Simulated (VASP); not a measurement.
# TaN (P6/mmm) in VASP: settings compared, part 2 of 2

VASP 6.6.1.

### Step 4. Single point, RPBE

This run uses another cell than the first one, of 11.85 Å³/atom.

INCAR

```
SYSTEM = TaN
ALGO = Normal
EDIFF = 1E-6
ENCUT = 520
GGA = RP
ISIF = 2
ISMEAR = 1
LASPH = .TRUE.
LCHARG = .FALSE.
LREAL = .FALSE.
LWAVE = .FALSE.
NBANDS = 33
NELM = 100
PREC = Accurate
SIGMA = 0.15
```

KPOINTS

```
k-points
0
G
  5 5 8
  0 0 0
```

POSCAR

```
TaN
1.0
    5.2883588907      0.0000000000      0.0000000000
   -2.6441794454      4.5798531437      0.0000000000
    0.0000000000      0.0000000000      2.9360511978
Ta N
3 3
Direct
    0.0000000000      0.0000000000      0.0000000000
    0.3333333333      0.6666666667      0.5000000000
    0.6666666667      0.3333333333      0.5000000000
    0.5000000000      0.0000000000      0.0000000000
    0.5000000000      0.5000000000      0.0000000000
    0.0000000000      0.5000000000      0.0000000000
```

On the command line:

```bash
$ cat potpaw_PBE.64/Ta_pv/POTCAR potpaw_PBE.64/N/POTCAR > POTCAR
$ mpirun -np 1 vasp_std > vasp.out
```

Run time: 50 s. Hardware: 1 thread of Intel Xeon Platinum 8488C (Sapphire Rapids), shared host; peak memory 0.21 GiB.

It converged, with:

| Quantity | Value |
| --- | --- |
| Free energy | -61.7984 eV |
| Pressure | 0.6 GPa |
| Band gap on the k mesh | zero (bands 24 and 25 overlap by 1.99 eV) |

Stress tensor (GPa, compression positive):
```
0.51 0.00 0.00
0.00 0.51 0.00
0.00 0.00 0.85
```

Levels at points of the mesh, in eV from the Fermi level:
```csv
k point,band 20,band 21,band 22,band 23,band 24,band 25,band 26,band 27,band 28,band 29
"(0.00, 0.00, 0.00)",-3.04,-3.04,-2.45,-2.07,-1.18,-1.18,0.84,0.84,1.03,1.98
"(0.00, 0.00, 0.50)",-3.53,-3.07,-3.07,-1.88,0.81,0.81,1.44,1.60,2.29,2.29
```

Caveat: the PAW data sets were made with another functional, which shifts forces and pressure a little; spin-orbit coupling is left out, which moves the levels of the heavy elements.

### Step 5. Relaxation of cell and atoms, RPBE

This run uses another cell than the first one, of 11.31 Å³/atom.

INCAR

```
PREC = Accurate
ENCUT = 600
EDIFF = 1E-7
ISMEAR = 1
SIGMA = 0.15
LREAL = False
LASPH = True
NELM = 60
ALGO = Normal
ISIF = 3
LWAVE = False
LCHARG = False
GGA = RP
IBRION = 2
NSW = 80
EDIFFG = -0.005
```

KPOINTS

```
Automatic mesh
0
Gamma
  5 5 8
```

Edit POSCAR of step 4 so:

```diff
@@ -2,5 +2,5 @@
 1.0
-    5.2883588907      0.0000000000      0.0000000000
-   -2.6441794454      4.5798531437      0.0000000000
-    0.0000000000      0.0000000000      2.9360511978
+    5.1910000000      0.0000000000      0.0000000000
+   -2.5955000000      4.4955378700      0.0000000000
+    0.0000000000      0.0000000000      2.9080000000
 Ta N
```

Potentials or basis: VASP PAW PBE potentials, release 64 (Ta_pv, N).

On the command line:

```bash
$ cat potpaw_PBE.64/Ta_pv/POTCAR potpaw_PBE.64/N/POTCAR > POTCAR
$ mpirun -np 1 vasp_std > vasp.out
```

OUTCAR:

```text
PREC = Accurate
   ENCUT = 600
   EDIFF = 1E-7
   ISMEAR = 1
   LREAL = False
   LASPH = True
   NELM = 60
   ISIF = 3
   GGA = RP
   IBRION = 2
   NSW = 80
   EDIFFG = -0.005

 ion  position               nearest neighbor table
   1  0.000  0.000  0.000-   5 2.60   6 2.60   6 2.60   5 2.60   4 2.60   4 2.60   2 3.33   3 3.33
                             2 3.33   3 3.33   2 3.33   2 3.33   3 3.33   3 3.33   2 3.33   3 3.33
   2  0.333  0.667  0.500-   4 2.09   4 2.09   6 2.09   6 2.09   5 2.09   5 2.09   3 3.00   3 3.00
                             3 3.00   1 3.33   1 3.33   1 3.33   1 3.33   1 3.33   1 3.33
   3  0.667  0.333  0.500-   4 2.09   4 2.09   6 2.09   6 2.09   5 2.09   5 2.09   2 3.00   2 3.00
                             2 3.00   1 3.33   1 3.33   1 3.33   1 3.33   1 3.33   1 3.33
   4  0.500  0.000  0.000-   2 2.09   3 2.09   2 2.09   3 2.09   1 2.60   1 2.60
   5  0.500  0.500  0.000-   2 2.09   3 2.09   2 2.09   3 2.09   1 2.60   1 2.60
   6  0.000  0.500  0.000-   2 2.09   3 2.09   2 2.09   3 2.09   1 2.60   1 2.60

  LATTYP: Found a hexagonal cell.
 ALAT       =     5.1910000000
 C/A-ratio  =     0.5602003468

  Lattice vectors:

 A1 = (   5.1910000000,   0.0000000000,   0.0000000000)
 A2 = (  -2.5955000000,   4.4955378700,   0.0000000000)
 A3 = (   0.0000000000,   0.0000000000,   2.9080000000)

Analysis of symmetry for initial positions (statically):
=====================================================================
 Subroutine PRICEL returns:
 Original cell was already a primitive cell.

 Routine SETGRP: Setting up the symmetry group for a
 hexagonal supercell.

 Subroutine GETGRP returns: Found 24 space group operations
 (whereof 24 operations were pure point group operations)
 out of a pool of 24 trial point group operations.

The static configuration has the point symmetry D_6h.

Analysis of symmetry for dynamics (positions and initial velocities):
=====================================================================
 Subroutine PRICEL returns:
 Original cell was already a primitive cell.

 Routine SETGRP: Setting up the symmetry group for a
 hexagonal supercell.

 Subroutine GETGRP returns: Found 24 space group operations
 (whereof 24 operations were pure point group operations)
 out of a pool of 24 trial point group operations.

The dynamic configuration has the point symmetry D_6h.

 Subroutine INISYM returns: Found 24 space group operations
 (whereof 24 operations are pure point group operations),
 and found     1 'primitive' translations

----------------------------------------------------------------------------------------

                                     Primitive cell

  volume of cell :      67.8621

  direct lattice vectors                    reciprocal lattice vectors
     5.191000000  0.000000000  0.000000000     0.192641110  0.111221397  0.000000000
    -2.595500000  4.495537870  0.000000000     0.000000000  0.222442793  0.000000000
     0.000000000  0.000000000  2.908000000     0.000000000  0.000000000  0.343878955

  length of vectors
     5.191000000  5.190999999  2.908000000     0.222442793  0.222442793  0.343878955

  position of ions in fractional coordinates (direct lattice)
     0.000000000  0.000000000  0.000000000
     0.333333333  0.666666667  0.500000000
[... 67 lines left out ...]
   number of dos      NEDOS =    301   number of ions     NIONS =      6
   total plane-waves  NPLWV =  42336
   dimension x,y,z NGX =    42 NGY =   42 NGZ =   24
   dimension x,y,z NGXF=    84 NGYF=   84 NGZF=   48
   ions per type =               3   3
   NGX,Y,Z   is equivalent  to a cutoff of  13.45, 13.45, 13.72 a.u.
   NGXF,Y,Z  is equivalent  to a cutoff of  26.90, 26.90, 27.44 a.u.
 SYSTEM =  unknown system
   PREC   = accura    normal or accurate (medium, high low for compatibility)
   ISTART =      0    job   : 0-new  1-cont  2-samecut
   ICHARG =      2    charge: 1-file 2-atom 10-const
   ISPIN  =      1    spin polarized calculation?
   LNONCOLLINEAR =      F non collinear calculations
   LSORBIT =      F    spin-orbit coupling
   LASPH  =      T    aspherical Exc in radial PAW
   ENCUT  =  600.0 eV  44.10 Ry    6.64 a.u.  10.37 10.37  5.81*2*pi/ulx,y,z
   NELM   =     60;   NELMIN=  2; NELMDL= -5     # of ELM steps
   EDIFF  = 0.1E-06   stopping-criterion for ELM
   LREAL  =      F    real-space projection
   EDIFFG = -.5E-02   stopping-criterion for IOM
   NSW    =     80    number of steps for IOM
   IBRION =      2    ionic relax: 0-MD 1-quasi-New 2-CG
   NFREE  =      1    steps in history (QN), initial steepest desc. (CG)
   ISIF   =      3    stress and relaxation
   ISYM   =      2    0-nonsym 1-usesym 2-fastsym
   POTIM  = 0.5000    time-step for ionic-motion
   TEBEG  =    0.0;   TEEND  =   0.0 temperature during run
   PSTRESS=    0.0 pullay stress
   NELECT =      48.0000    total number of electrons
   NUPDOWN=      -1.0000    fix difference up-down
   EMIN   =  10.00;   EMAX   =-10.00  energy-range for DOS
   EFERMI =   0.00;   METHOD = LEGACY
   ISMEAR =     1;   SIGMA  =   0.15  broadening in eV -4-tet -1-fermi 0-gaus
   EFERMI_NEDOS =   21; number of points for ismear=-14 and -15
   IALGO  =     38    algorithm
   IMIX   =      4    mixing-type and parameters
     AMIX     =   0.40;   BMIX     =  1.00
     AMIX_MAG =   1.60;   BMIX_MAG =  1.00
  volume/ion in A,a.u.               =      11.31        76.33
  Fermi-wavevector in a.u.,A,eV,Ry     =   1.458634  2.756418 28.947918  2.127612
  Thomas-Fermi vector in A             =   2.575295
   LORBIT       =      0    0 simple, 1 ext, 2 COOP (PROOUT), +10 PAW based schemes
   GGA     = RP    functional components
   LHFCALC =     F    Hartree Fock is set to
   AEXX    =    0.0000 exact exchange contribution
   IVDW    =     0    specifies the selected vdW correction
   LEPSILON=     F    determine dielectric tensor
   LRPA    =     F    only Hartree local field effects (RPA)
 conjugate gradient relaxation of ions
 non-spin polarized calculation
 Methfessel and Paxton  Order N= 1 SIGMA  =   0.15
  energy-cutoff  :      600.00
  volume of cell :       67.86
 maximum number of plane-waves:      2304
 NGX is ok and might be reduce to    42
   NGX = 21   NGY = 21   NGZ = 11

--------------------------------------- Ionic step        1  -------------------------------------------

 number of electron      48.0000002 magnetization

 Free energy of the ion-electron system (eV)
  ---------------------------------------------------
  ext. energy  EPLUGINS =         0.00000000
  ---------------------------------------------------
  free energy    TOTEN  =       -61.65099554 eV

  energy without entropy =      -61.64936300  energy(sigma->0) =      -61.65045136

------------------------ aborting loop because EDIFF is reached ----------------------------------------

  FORCE on cell =-STRESS in cart. coord.  units (eV):
  Direction    XX          YY          ZZ          XY          YZ          ZX
  --------------------------------------------------------------------------------------
  -------------------------------------------------------------------------------------
  Total        6.0190774      6.0190774      6.8912186      0.0000000      0.0000000      0.0000000
  in kB      142.1063279    142.1063278    162.6969896      0.0000000      0.0000000      0.0000000
  external PRESSURE =     148.9698818 kB  Pullay stress =       0.0000000 kB
[... 187 lines left out ...]
--------------------------------------- Ionic step        6  -------------------------------------------

 number of electron      48.0000001 magnetization

 Free energy of the ion-electron system (eV)
  ---------------------------------------------------
  ext. energy  EPLUGINS =         0.00000000
  ---------------------------------------------------
  free energy    TOTEN  =       -61.79964601 eV

  energy without entropy =      -61.79724424  energy(sigma->0) =      -61.79884542

 E-fermi :   7.8214     XC(G=0): -12.7083

 val. band max:        7.8074435688   @ k =   0.0000   0.0000   0.3750
 cond. band min:       7.8647778456   @ k =   0.2000   0.0000   0.2500
 fundamental gap:      0.0573342769
 Fermi energy:         7.8213559704

 k-point     1 :       0.0000    0.0000    0.0000
  band No.  band energies     occupation
      1     -28.4949      2.00000
      2     -28.4949      2.00000
      3     -28.1602      2.00000
      4     -28.1602      2.00000
      5     -27.9431      2.00000
      6     -27.8370      2.00000
[... 733 lines left out ...]
     27      10.0694     -0.00000
     28      10.0926     -0.00000

 [... further k-points ...]

------------------------ aborting loop because EDIFF is reached ----------------------------------------

  FORCE on cell =-STRESS in cart. coord.  units (eV):
  Direction    XX          YY          ZZ          XY          YZ          ZX
  --------------------------------------------------------------------------------------
  -------------------------------------------------------------------------------------
  Total        0.0008306      0.0008306     -0.0005676      0.0000000      0.0000000     -0.0000000
  in kB        0.0186735      0.0186735     -0.0127615      0.0000000      0.0000000     -0.0000000
  external PRESSURE =       0.0081952 kB  Pullay stress =       0.0000000 kB
[... 21 lines left out ...]
  FREE ENERGIE OF THE ION-ELECTRON SYSTEM (eV)
  ---------------------------------------------------
  free  energy   TOTEN  =       -61.7996460087 eV

  energy  without entropy=      -61.7972442405  energy(sigma->0) =      -61.79884542

 reached required accuracy - stopping structural energy minimisation
```

OSZICAR:

```text
N       E                     dE             d eps       ncg     rms          rms(c)
DAV:   1     0.492137288686E+03    0.49214E+03   -0.29199E+04  1400   0.200E+03
DAV:   2    -0.383945879351E+02   -0.53053E+03   -0.51816E+03  1668   0.541E+02
DAV:   3    -0.713689118653E+02   -0.32974E+02   -0.32216E+02  1732   0.125E+02
[... 64 lines left out ...]
DAV:   2    -0.617997157827E+02    0.16418E-03   -0.39356E-04  1764   0.137E-01    0.470E-02
DAV:   3    -0.617996461426E+02    0.69640E-04   -0.19067E-04  1736   0.788E-02    0.186E-02
DAV:   4    -0.617996454116E+02    0.73094E-06   -0.16381E-05  1772   0.238E-02    0.146E-02
DAV:   5    -0.617996459577E+02   -0.54607E-06   -0.12803E-06  1708   0.836E-03    0.435E-03
DAV:   6    -0.617996460087E+02   -0.51001E-07   -0.34215E-07  1352   0.369E-03
   6 F= -.61799646E+02 E0= -.61798845E+02  d E =-.640823E-02
```

CONTCAR:

```text
TaN
   1.00000000000000
     5.2916361777930412    0.0000000000000000    0.0000000000000000
    -2.6458180888965206    4.5826913564473815   -0.0000000000000000
    -0.0000000000000000    0.0000000000000000    2.9386097326198635
  Ta              N
     3     3
Direct
     0.0000000000000000    0.0000000000000000    0.0000000000000000
     0.3333333332999970    0.6666666667000030    0.5000000000000000
     0.6666666667000030    0.3333333332999970    0.5000000000000000
     0.5000000000000000    0.0000000000000000    0.0000000000000000
     0.5000000000000000    0.5000000000000000    0.0000000000000000
     0.0000000000000000    0.5000000000000000    0.0000000000000000

  0.00000000E+00  0.00000000E+00  0.00000000E+00
  0.00000000E+00  0.00000000E+00  0.00000000E+00
  0.00000000E+00  0.00000000E+00  0.00000000E+00
  0.00000000E+00  0.00000000E+00  0.00000000E+00
  0.00000000E+00  0.00000000E+00  0.00000000E+00
  0.00000000E+00  0.00000000E+00  0.00000000E+00
```

Wall time 3.4 min (1 thread of Intel Xeon Platinum 8488C (Sapphire Rapids), shared host); peak memory 0.23 GiB.

Results:

- Free energy: -61.7996 eV
- Relaxed volume: 11.88 Å³/atom
- Relaxed cell: a = 5.292 Å, b = 5.292 Å, c = 2.939 Å, α = 90.00°, β = 90.00°, γ = 120.00°
- Space group after relaxing (to 0.1 Å): P6/mmm (No. 191)
- Energy gained by relaxing: 24.8 meV/atom
- Ionic steps: 6
- Pressure after relaxing: 0.0 GPa
- Band gap on the k mesh: zero (bands 24 and 25 overlap by 1.99 eV)

The path:
```tsv
step	energy change (eV)	largest force (eV/Å)	pressure (GPa)	volume (Å³)
1	0.0000	0.0000	14.90	67.86
2	0.4936	0.0000	-23.75	78.72
3	-0.1421	0.0000	-0.37	71.16
4	-0.1422	0.0000	0.09	71.05
5	-0.1486	0.0000	-0.01	71.29
6	-0.1487	0.0000	0.00	71.26
```

Final structure:
```
CELL_PARAMETERS angstrom
5.29164 0.00000 0.00000
-2.64582 4.58269 0.00000
0.00000 0.00000 2.93861
ATOMIC_POSITIONS crystal
Ta 0.00000 0.00000 0.00000
Ta 0.33333 0.66667 0.50000
Ta 0.66667 0.33333 0.50000
N 0.50000 0.00000 0.00000
N 0.50000 0.50000 0.00000
N 0.00000 0.50000 0.00000
```

Caveat: the PAW data sets were made with another functional, which shifts forces and pressure a little; spin-orbit coupling is left out, which moves the levels of the heavy elements. RPBE and its kin give volumes clearly too large for solids.

### Step 6. Summary

| task | level | potentials or basis | cell | cutoff (eV) | gap on the mesh (eV) | pressure (GPa) |
| --- | --- | --- | --- | --- | --- | --- |
| single point | LDA | VASP PAW LDA potentials, release 64 (Ta_pv, N) | a = 5.166, b = 5.166, c = 2.889 Å, angles 90.0, 90.0, 120.0°, 6 atoms | 520 | none | 1.8 |
| single point | revPBE+D3(BJ) | VASP PAW PBE potentials, release 64 (Ta_pv, N) | a = 5.189, b = 5.189, c = 2.913 Å, angles 90.0, 90.0, 120.0°, 6 atoms | 520 | none | 0.8 |
| single point | RPBE | VASP PAW PBE potentials, release 64 (Ta_pv, N) | a = 5.288, b = 5.288, c = 2.936 Å, angles 90.0, 90.0, 120.0°, 6 atoms | 520 | none | 0.6 |
| relaxation of cell and atoms | RPBE | VASP PAW PBE potentials, release 64 (Ta_pv, N) | relaxed from a = 5.191, b = 5.191, c = 2.908 Å, angles 90.0, 90.0, 120.0°, 6 atoms | 600 | none | 0.0 |

Alike in all rows: no spin polarisation; k mesh 5 × 5 × 8; smearing methfessel-paxton 0.15 eV.

Caveats: spin-orbit coupling is left out, which moves the levels of the heavy elements; the PAW data sets were made with another functional, which shifts forces and pressure a little (at least some runs).

Absolute energies hang on the potentials; compare differences alone.

The gap in the log of VASP goes by the Fermi energy; the results here count the filled bands.